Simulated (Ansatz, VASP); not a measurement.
**Ni: VASP beside Ansatz**

The input INCAR:

```
SYSTEM = Ni
ALGO     = Normal         ! electronic algorithm
EDIFF    = 1E-6           ! SCF threshold, eV
ENCUT    = 590            ! plane-wave cutoff, eV
GGA      = PE             ! functional
GGA_COMPAT= .False.      
ISIF     = 2              ! what is computed and relaxed
ISMEAR   = -1             ! smearing method
ISPIN    = 2              ! spin polarisation
LASPH    = .True.         ! aspherical terms in the spheres
LCHARG   = .False.        ! write CHGCAR
LMAXMIX  = 4              ! l up to which the mixer works
LORBIT   = 11             ! projections on sites
LREAL    = .False.        ! projectors in reciprocal space
LWAVE    = .False.        ! write WAVECAR
MAGMOM   = 2              ! initial moments
NBANDS   = 19             ! bands
NELM     = 200            ! most SCF steps
PREC     = Accurate       ! precision mode
SIGMA    = 0.003          ! smearing width, eV
```

Contents of KPOINTS:

```
k-points
0
Gamma
  14 14 14
  0 0 0
```

POSCAR

```
Ni
1.0
    0.0000000000      1.7690000000      1.7690000000
    1.7690000000      0.0000000000      1.7690000000
    1.7690000000      1.7690000000      0.0000000000
Ni
1
Direct
    0.0000000000      0.0000000000      0.0000000000
```

Input for Ansatz:

```yaml
crystal:
  lattice:
    - [0.0, 1.769, 1.769]
    - [1.769, 0.0, 1.769]
    - [1.769, 1.769, 0.0]
  atoms:
    - { symbol: Ni, position: [0.0, 0.0, 0.0], spin: 2.0 }
magnetization:
  spin_polarized: true
hamiltonian:
  xc: pbe
  pseudopotentials: { kind: paw }
basis:
  ecutwfc: 420
kpoints:
  mp_grid: { grid: [14, 14, 14] }
scf:
  occupations: { method: fermi_dirac, width: 0.003 }
  lower_state_search: "off"
  algorithm: density_mixing
  max_iter: 80
  mixing: {}
output:
  forces: true
  stress: true
```

Alike in both runs: task single point; functional PBE; k mesh 14 × 14 × 14; occupations fermi-dirac, width 0.003 eV; collinear spin.

```csv
,VASP,Ansatz
version,VASP 6.6.1,Ansatz 0.2.0
potentials or method,"VASP PAW PBE potentials, release 64 (Ni_sv_GW), cutoff 590 eV","PAW, plane waves, scalar-relativistic"
valence electrons in the cell,18,18
```

|  | VASP | Ansatz | Ansatz less VASP |
| --- | --- | --- | --- |
| pressure (GPa) | -6.7 | -2.9 | +3.80 |
| net moment per atom (μB) | 0.68 | 0.68 | 0.000 |
| size of the moment on the site where the two differ most (μB) | 0.73 | 0.72 | -0.003 |

Site moments also hang on the region over which each program counts them.
